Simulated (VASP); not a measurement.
# Na3Cl2 (Cmmm) in VASP: notebook

Na3Cl2 is run at these levels: PBE; tasks: single point.

Everything below comes from runs of VASP 6.6.1. Logs are shortened: lines on timing, memory, paths and dates and some standing lists are left out, and cuts for length are marked.

### Step 1. The cell of the first run

Symmetry: Cmmm, No. 65, orthorhombic system. Conventional cell: a = 3.520 Å, b = 20.341 Å, c = 3.528 Å, α = 90.00°, β = 90.00°, γ = 90.00°. Na (site symmetry mmm) has 8 Cl at 3.05 Å and 6 Na at 3.44 to 3.53 Å within 4.0 Å. Within 4.0 Å of Na (site symmetry m2m) lie 4 Cl at 3.00 Å and 7 Na at 3.44 to 3.74 Å. Cl (site symmetry m2m) has 8 Na at 3.00 to 3.05 Å and 5 Cl at 3.52 to 3.53 Å within 4.0 Å.

### Step 2. Single point, PBE

File INCAR:

```
  PREC = Accurate
  ENCUT = 520
  EDIFF = 1E-6
  ISMEAR = 0
  SIGMA = 0.1
  LREAL = F
  LASPH = T
  NELM = 100
  ALGO = Normal
  ISIF = 2
  LWAVE = F
  LCHARG = F
  GGA = PE
  NBANDS = 26
```

File KPOINTS:

```
Automatic mesh
0
Gamma
  3 3 3
```

File POSCAR:

```
Na3Cl2
1.0
    1.7599510000    -10.1702560000      0.0000000000
    1.7599510000     10.1702560000      0.0000000000
    0.0000000000      0.0000000000      3.5276360000
Na Cl
3 2
Direct
    0.5000000000      0.5000000000      0.0000000000
    0.3310110000      0.6689890000      0.0000000000
    0.6689890000      0.3310110000      0.0000000000
    0.9134020000      0.0865980000      0.5000000000
    0.0865980000      0.9134020000      0.5000000000
```

Potentials or basis: VASP PAW PBE potentials, release 64 (Na_pv, Cl).

Started as:

```sh
> cat potpaw_PBE.64/Na_pv/POTCAR potpaw_PBE.64/Cl/POTCAR > POTCAR
> mpirun -np 1 vasp_std > vasp.out
```

OUTCAR:

```text
PREC = Accurate
   ENCUT = 520
   EDIFF = 1E-6
   ISMEAR = 0
   LREAL = F
   LASPH = T
   NELM = 100
   ISIF = 2
   GGA = PE

 ion  position               nearest neighbor table
   1  0.500  0.500  0.000-
   2  0.331  0.669  0.000-
   3  0.669  0.331  0.000-
   4  0.913  0.087  0.500-
   5  0.087  0.913  0.500-

  LATTYP: Found a base centered orthorhombic cell.
 ALAT       =     3.5199020000
 B/A-ratio  =     5.7787154301
 C/A-ratio  =     1.0021972203

  Lattice vectors:

 A1 = (   1.7599510000, -10.1702560000,   0.0000000000)
 A2 = (   1.7599510000,  10.1702560000,   0.0000000000)
 A3 = (   0.0000000000,   0.0000000000,   3.5276360000)

Analysis of symmetry for initial positions (statically):
=====================================================================
 Subroutine PRICEL returns:
 Original cell was already a primitive cell.

 Routine SETGRP: Setting up the symmetry group for a
 base centered orthorhombic supercell.

 Subroutine GETGRP returns: Found  8 space group operations
 (whereof  8 operations were pure point group operations)
 out of a pool of  8 trial point group operations.

The static configuration has the point symmetry D_2h.

Analysis of symmetry for dynamics (positions and initial velocities):
=====================================================================
 Subroutine PRICEL returns:
 Original cell was already a primitive cell.

 Routine SETGRP: Setting up the symmetry group for a
 base centered orthorhombic supercell.

 Subroutine GETGRP returns: Found  8 space group operations
 (whereof  8 operations were pure point group operations)
 out of a pool of  8 trial point group operations.

The dynamic configuration has the point symmetry D_2h.

 Subroutine INISYM returns: Found  8 space group operations
 (whereof  8 operations are pure point group operations),
 and found     1 'primitive' translations

----------------------------------------------------------------------------------------

[... 74 lines left out ...]
   ICHARG =      2    charge: 1-file 2-atom 10-const
   ISPIN  =      1    spin polarized calculation?
   LNONCOLLINEAR =      F non collinear calculations
   LSORBIT =      F    spin-orbit coupling
   LASPH  =      T    aspherical Exc in radial PAW
   ENCUT  =  520.0 eV  38.22 Ry    6.18 a.u.  19.19 19.19  6.56*2*pi/ulx,y,z
   NELM   =    100;   NELMIN=  2; NELMDL= -5     # of ELM steps
   EDIFF  = 0.1E-05   stopping-criterion for ELM
   LREAL  =      F    real-space projection
   EDIFFG = 0.1E-04   stopping-criterion for IOM
   NSW    =      0    number of steps for IOM
   IBRION =     -1    ionic relax: 0-MD 1-quasi-New 2-CG
   NFREE  =      0    steps in history (QN), initial steepest desc. (CG)
   ISIF   =      2    stress and relaxation
   ISYM   =      2    0-nonsym 1-usesym 2-fastsym
   POTIM  = 0.5000    time-step for ionic-motion
   TEBEG  =    0.0;   TEEND  =   0.0 temperature during run
   PSTRESS=    0.0 pullay stress
   NELECT =      35.0000    total number of electrons
   NUPDOWN=      -1.0000    fix difference up-down
   EMIN   =  10.00;   EMAX   =-10.00  energy-range for DOS
   EFERMI =   0.00;   METHOD = LEGACY
   ISMEAR =     0;   SIGMA  =   0.10  broadening in eV -4-tet -1-fermi 0-gaus
   EFERMI_NEDOS =   21; number of points for ismear=-14 and -15
   IALGO  =     38    algorithm
   IMIX   =      4    mixing-type and parameters
     AMIX     =   0.40;   BMIX     =  1.00
     AMIX_MAG =   1.60;   BMIX_MAG =  1.00
  volume/ion in A,a.u.               =      25.26       170.44
  Fermi-wavevector in a.u.,A,eV,Ry     =   1.067371  2.017039 15.500860  1.139281
  Thomas-Fermi vector in A             =   2.202985
   LORBIT       =      0    0 simple, 1 ext, 2 COOP (PROOUT), +10 PAW based schemes
   GGA     = PE    functional components
   LHFCALC =     F    Hartree Fock is set to
   AEXX    =    0.0000 exact exchange contribution
   IVDW    =     0    specifies the selected vdW correction
   LEPSILON=     F    determine dielectric tensor
   LRPA    =     F    only Hartree local field effects (RPA)
 non-spin polarized calculation
 Gauss-broadening in eV      SIGMA  =   0.10
  energy-cutoff  :      520.00
  volume of cell :      126.28
 maximum number of plane-waves:      3432
 NGX is ok and might be reduce to    80
   NGX = 39   NGY = 39   NGZ = 13

 number of electron      34.9999976 magnetization

 Free energy of the ion-electron system (eV)
  ---------------------------------------------------
  ext. energy  EPLUGINS =         0.00000000
  ---------------------------------------------------
  free energy    TOTEN  =       -13.92643323 eV

  energy without entropy =      -13.91588113  energy(sigma->0) =      -13.92115718

 E-fermi :   2.4355     XC(G=0):  -7.7432

 val. band max:        2.4143101431   @ k =   0.3333   0.3333   0.0000
 cond. band min:       3.4111044683   @ k =  -0.3333   0.3333   0.0000
 fundamental gap:      0.9967943252
 Fermi energy:         2.4354778124

 k-point     1 :       0.0000    0.0000    0.0000
  band No.  band energies     occupation
      1     -23.0052      2.00000
      2     -22.9788      2.00000
      3     -22.9785      2.00000
      4     -22.5685      2.00000
      5     -22.5540      2.00000
      6     -22.5538      2.00000
[... 221 lines left out ...]
     25       9.5095      0.00000
     26       9.7322      0.00000

------------------------ aborting loop because EDIFF is reached ----------------------------------------

  FORCE on cell =-STRESS in cart. coord.  units (eV):
  Direction    XX          YY          ZZ          XY          YZ          ZX
  --------------------------------------------------------------------------------------
  -------------------------------------------------------------------------------------
  Total        0.3665008      0.0254115      0.1970789      0.0000000      0.0000000      0.0000000
  in kB        4.6498534      0.3223995      2.5003709      0.0000000      0.0000000      0.0000000
  external PRESSURE =       2.4908746 kB  Pullay stress =       0.0000000 kB

 VOLUME and BASIS-vectors are now :
 -----------------------------------------------------------------------------
  energy-cutoff  :      520.00
  volume of cell :      126.28
      direct lattice vectors                 reciprocal lattice vectors
     1.759951000-10.170256000  0.000000000     0.284098819 -0.049162971  0.000000000
     1.759951000 10.170256000  0.000000000     0.284098819  0.049162971  0.000000000
     0.000000000  0.000000000  3.527636000     0.000000000  0.000000000  0.283475960

 POSITION                                       TOTAL-FORCE (eV/Angst)
 -----------------------------------------------------------------------------------
      1.75995      0.00000      0.00000         0.000000      0.000000     -0.000000
      1.75995      3.43732      0.00000         0.000000     -0.009873     -0.000000
      1.75995     -3.43732      0.00000         0.000000      0.009873     -0.000000
      1.75995     -8.40881      1.76382         0.000000      0.000960     -0.000000
      1.75995      8.40881      1.76382         0.000000     -0.000960      0.000000
 -----------------------------------------------------------------------------------
    total drift:                               -0.000000     -0.000000     -0.000000

  FREE ENERGIE OF THE ION-ELECTRON SYSTEM (eV)
  ---------------------------------------------------
  free  energy   TOTEN  =       -13.9264332271 eV

  energy  without entropy=      -13.9158811314  energy(sigma->0) =      -13.92115718
```

OSZICAR:

```text
N       E                     dE             d eps       ncg     rms          rms(c)
DAV:   1     0.340627317297E+03    0.34063E+03   -0.17311E+04   416   0.135E+03
DAV:   2     0.269999187142E+02   -0.31363E+03   -0.29744E+03   448   0.359E+02
DAV:   3    -0.130074239513E+02   -0.40007E+02   -0.39592E+02   524   0.132E+02
DAV:   4    -0.144265305772E+02   -0.14191E+01   -0.14138E+01   472   0.263E+01
DAV:   5    -0.144661397520E+02   -0.39609E-01   -0.39593E-01   566   0.431E+00    0.380E+00
DAV:   6    -0.139890931965E+02    0.47705E+00   -0.72340E-01   500   0.471E+00    0.251E+00
DAV:   7    -0.139268309240E+02    0.62262E-01   -0.20784E-01   544   0.214E+00    0.162E+00
DAV:   8    -0.139264846836E+02    0.34624E-03   -0.27393E-02   478   0.112E+00    0.540E-01
DAV:   9    -0.139261435783E+02    0.34111E-03   -0.12344E-03   446   0.220E-01    0.236E-01
DAV:  10    -0.139263989464E+02   -0.25537E-03   -0.62328E-04   462   0.152E-01    0.659E-02
DAV:  11    -0.139264364682E+02   -0.37522E-04   -0.93477E-05   506   0.521E-02    0.314E-02
DAV:  12    -0.139264333821E+02    0.30861E-05   -0.49189E-06   478   0.139E-02    0.148E-02
DAV:  13    -0.139264332271E+02    0.15504E-06   -0.39015E-06   406   0.113E-02
   1 F= -.13926433E+02 E0= -.13921157E+02  d E =-.105521E-01
```

Wall time 1.8 min (1 thread of Intel Xeon 8259CL, shared host); peak memory 0.38 GiB.

What came out:

| Property | Result |
| --- | --- |
| Free energy | -13.9264 eV |
| Pressure | 0.2 GPa |
| Largest force | 0.010 eV/Å |
| Band gap on the k mesh | zero (an odd number of electrons rules out a gap without spin polarisation) |

Forces in eV/Å, atoms in the order of the input:
```
Na   0.000  0.000  0.000
Na   0.000 -0.010  0.000
Na   0.000  0.010  0.000
Cl   0.000  0.001  0.000
Cl   0.000 -0.001  0.000
```

Stress tensor (GPa, compression positive):
```
0.46 0.00 0.00
0.00 0.03 0.00
0.00 0.00 0.25
```

Levels at points of the mesh, in eV from the Fermi level:
```
           k point  band 14  band 15  band 16  band 17  band 18  band 19  band 20  band 21  band 22  band 23
(0.00, 0.00, 0.00)    -3.74    -3.72    -3.62    -3.61    -1.49     1.81     1.96     4.38     5.54     5.62
```

Caveat: the k points lie up to 0.60 Å⁻¹ apart, too coarse for converged energies and pressures of a metal; an odd number of electrons without spin polarisation forces a metal; a magnetic or distorted state may lie lower.

### Step 3. Single point, PBE

File INCAR:

```
SYSTEM = Na3Cl2
PREC     = Accurate       ! precision mode
ENCUT    = 520            ! plane-wave cutoff, eV
EDIFF    = 1E-6           ! SCF threshold, eV
ISMEAR   = 0              ! smearing method
SIGMA    = 0.1            ! smearing width, eV
LREAL    = .False.        ! projectors in reciprocal space
LASPH    = .True.         ! aspherical terms in the spheres
NELM     = 80             ! most SCF steps
ALGO     = Normal         ! electronic algorithm
ISIF     = 2              ! what is computed and relaxed
LWAVE    = .False.        ! write WAVECAR
LCHARG   = .False.        ! write CHGCAR
GGA      = PE             ! functional
NBANDS   = 26             ! bands
```

File KPOINTS:

```
regular mesh
0
Gamma
  4 4 4
  0 0 0
```

POSCAR is that of step 2.

Potentials or basis: VASP PAW PBE potentials, release 64 (Na_pv, Cl).

Started as:

```sh
> cat potpaw_PBE.64/Na_pv/POTCAR potpaw_PBE.64/Cl/POTCAR > POTCAR
> mpirun -np 1 vasp_std > vasp.out
```

Run time: 4.2 min. Hardware: 1 thread of Intel Xeon 8259CL, shared host; peak memory 0.4 GiB.

Results (log left out):

| Property | Result |
| --- | --- |
| Free energy | -14.0465 eV |
| Pressure | 0.1 GPa |
| Largest force | 0.014 eV/Å |
| Band gap on the k mesh | zero (an odd number of electrons rules out a gap without spin polarisation) |

Forces in eV/Å, atoms in the order of the input:
```
Na   0.000  0.000  0.000
Na   0.000 -0.005  0.000
Na   0.000  0.005  0.000
Cl   0.000 -0.014  0.000
Cl   0.000  0.014  0.000
```

Stress tensor (GPa, compression positive):
```
 0.17  0.00  0.00
 0.00  0.14  0.00
 0.00  0.00 -0.14
```

Levels at points of the mesh, in eV from the Fermi level:
| k point | band 15 | band 16 | band 17 | band 18 | band 19 | band 20 |
| --- | --- | --- | --- | --- | --- | --- |
| (0.00, 0.00, 0.00) | -3.87 | -3.78 | -3.76 | -1.62 | 1.66 | 1.82 |
| (0.50, 0.00, 0.00) | -4.30 | -3.66 | -3.53 | 1.19 | 1.19 | 2.96 |
| (0.50, 0.50, 0.00) | -3.87 | -3.78 | -3.76 | -1.31 | 0.67 | 3.07 |
| (0.00, 0.00, 0.50) | -4.29 | -3.64 | -3.52 | 0.88 | 1.33 | 3.37 |
| (0.50, 0.00, 0.50) | -5.36 | -4.86 | -3.98 | 2.36 | 3.03 | 3.63 |
| (0.50, 0.50, 0.50) | -4.32 | -3.64 | -3.52 | 1.02 | 1.53 | 2.57 |

Caveat: the k points lie up to 0.45 Å⁻¹ apart, too coarse for converged energies and pressures of a metal; an odd number of electrons without spin polarisation forces a metal; a magnetic or distorted state may lie lower.

### Step 4. Single point, PBE

This run uses another cell than the first one, of 28.03 Å³/atom.

File INCAR:

```
  ALGO = Normal
  EDIFF = 1E-6
  ENCUT = 520
  GGA = PE
  ISIF = 2
  ISMEAR = 0
  LASPH = T
  LCHARG = F
  LREAL = F
  LWAVE = F
  NBANDS = 26
  NELM = 60
  PREC = Accurate
  SIGMA = 0.1
```

File KPOINTS:

```
k-points
0
Gamma
  4 4 4
```

Edit POSCAR of step 3 so:

```diff
@@ -2,5 +2,5 @@
 1.0
-    1.7599510000    -10.1702560000      0.0000000000
-    1.7599510000     10.1702560000      0.0000000000
-    0.0000000000      0.0000000000      3.5276360000
+    1.8222511630    -10.5302709135      0.0000000000
+    1.8222511630     10.5302709135      0.0000000000
+    0.0000000000      0.0000000000      3.6525101005
 Na Cl
```

Started as:

```sh
> cat potpaw_PBE.64/Na_pv/POTCAR potpaw_PBE.64/Cl/POTCAR > POTCAR
> mpirun -np 1 vasp_std > vasp.out
```

Wall time 3.2 min (1 thread of Intel Xeon 8259CL, shared host); peak memory 0.43 GiB.

The run converged. Its results:

```yaml
Free_energy: -13.9778 eV
Pressure: -1.5 GPa
Largest_force: 0.103 eV/Å
Band_gap_on_the_k_mesh: zero (an odd number of electrons rules out a gap without spin polarisation)
```

Forces in eV/Å, atoms in the order of the input:
```
Na   0.000  0.000  0.000
Na   0.000 -0.103  0.000
Na   0.000  0.103  0.000
Cl   0.000 -0.021  0.000
Cl   0.000  0.021  0.000
```

Stress tensor (GPa, compression positive):
```
-1.49  0.00  0.00
 0.00 -1.46  0.00
 0.00  0.00 -1.70
```

Levels at points of the mesh, in eV from the Fermi level:
| k point | band 13 | band 14 | band 15 | band 16 | band 17 | band 18 | band 19 | band 20 | band 21 | band 22 |
| --- | --- | --- | --- | --- | --- | --- | --- | --- | --- | --- |
| (0.00, 0.00, 0.00) | -4.42 | -3.71 | -3.70 | -3.61 | -3.60 | -1.53 | 1.42 | 1.54 | 4.09 | 5.28 |
| (0.50, 0.00, 0.00) | -5.38 | -4.87 | -4.06 | -3.51 | -3.41 | 1.14 | 1.14 | 2.90 | 3.45 | 4.36 |
| (0.50, 0.50, 0.00) | -4.52 | -3.71 | -3.70 | -3.61 | -3.60 | -1.25 | 0.47 | 2.85 | 3.25 | 5.33 |
| (0.00, 0.00, 0.50) | -5.37 | -4.88 | -4.05 | -3.50 | -3.40 | 0.82 | 1.32 | 3.22 | 3.66 | 4.23 |
| (0.50, 0.00, 0.50) | -5.13 | -4.96 | -4.95 | -4.53 | -3.79 | 2.41 | 3.00 | 3.58 | 3.59 | 3.62 |
| (0.50, 0.50, 0.50) | -5.38 | -4.87 | -4.07 | -3.50 | -3.40 | 0.93 | 1.50 | 2.56 | 3.32 | 4.42 |

Caveat: the k points lie up to 0.44 Å⁻¹ apart, too coarse for converged energies and pressures of a metal; an odd number of electrons without spin polarisation forces a metal; a magnetic or distorted state may lie lower.

### Step 5. Overview

| cell | k mesh | gap on the mesh (eV) | pressure (GPa) | largest force (eV/Å) |
| --- | --- | --- | --- | --- |
| a = 10.321, b = 10.321, c = 3.528 Å, angles 90.0, 90.0, 160.4°, 5 atoms | 3 × 3 × 3 | none | 0.2 | 0.01 |
| a = 10.321, b = 10.321, c = 3.528 Å, angles 90.0, 90.0, 160.4°, 5 atoms | 4 × 4 × 4 | none | 0.1 | 0.01 |
| a = 10.687, b = 10.687, c = 3.653 Å, angles 90.0, 90.0, 160.4°, 5 atoms | 4 × 4 × 4 | none | -1.5 | 0.10 |

Alike in all rows: task single point; level PBE; potentials or basis VASP PAW PBE potentials, release 64 (Na_pv, Cl); no spin polarisation; cutoff (eV) 520; smearing gaussian 0.1 eV.

Caveats: all runs use coarse meshes; an odd number of electrons without spin polarisation forces a metal; a magnetic or distorted state may lie lower.

Total energies depend on the potentials used, so only differences within one code and one set of settings carry meaning.
